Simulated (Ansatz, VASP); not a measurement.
Two plane-wave programs on Cs3KSb

```
K Cs Sb
1.0
     7.58243    0.00000    0.00000
     0.00000    7.58243    0.00000
     0.00000    0.00000    7.58243
K Cs Sb
1 3 1
Direct
  0.00000 0.00000 0.00000
  0.00000 0.50000 0.50000
  0.50000 0.00000 0.50000
  0.50000 0.50000 0.00000
  0.50000 0.50000 0.50000
```

Alike in both runs: functional PBE; k mesh 6 × 6 × 6; occupations gaussian, width 0.1 eV; no spin polarisation.

Ansatz relaxed the structure, and its values are those at the end. VASP's run is a single point on that final structure, the one shown.

|  | VASP | Ansatz |
| --- | --- | --- |
| version | VASP 6.6.1 | Ansatz 0.2.0 |
| potentials or method | VASP PAW PBE potentials, release 64 (K_sv, Cs_sv, Sb), cutoff 520 eV | scalar-relativistic, plane waves, PAW |
| valence electrons in the cell | 41 | 51 |

```csv
,VASP,Ansatz,Ansatz less VASP
gap on the k mesh at the Fermi level (eV),none,none,-
pressure (GPa),0.0,0.0,-0.01
```

A gap of «none» marks a metal or a gap that the smearing closes. VASP's potentials hold 41 valence electrons a cell and Ansatz's 51, so a difference there can come from the potentials and not from the codes.

Spin-orbit coupling is off throughout.
